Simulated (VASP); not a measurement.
Runs of VASP 6.6.1 on SnO2. The structure is that of space group R-3m (No. 166), or close to it. The cells are those of the table. 

| cell | gap on the mesh (eV) | pressure (GPa) | largest force (eV/Å) |
| --- | --- | --- | --- |
| a = 4.929 Å, angles 40.0°, 3 atoms | (a) | -15.9 | 0.97 |
| a = 4.916 Å, angles 39.4°, 3 atoms | 1.13 | -12.2 | 0.78 |
| a = 5.134 Å, angles 37.7°, 3 atoms | 1.22 | (c) | 1.33 |
| a = 4.821 Å, angles 40.9°, 3 atoms | 0.78 | (b) | 0.71 |
| a = 5.100 Å, angles 36.1°, 3 atoms | 2.12 | -0.5 | 0.64 |

Alike in all rows: task single point; level PBEsol; potentials or basis VASP PAW PBE potentials, release 64 (Sn_d, O); no spin polarisation; k mesh 12 × 12 × 12; cutoff (eV) 520; smearing gaussian 0.05 eV.

Question: Fill in the values left out.

Answer: (a) 0.84; (b) -14.7; (c) -14.8.

Caveats: the PAW data sets were made with another functional, which shifts forces and pressure a little; spin-orbit coupling is left out, which moves the levels of the heavy elements; the cell stands under tension (at least some runs).

A k mesh can miss the band edges, and the runs leave out spin-orbit coupling on Sn.
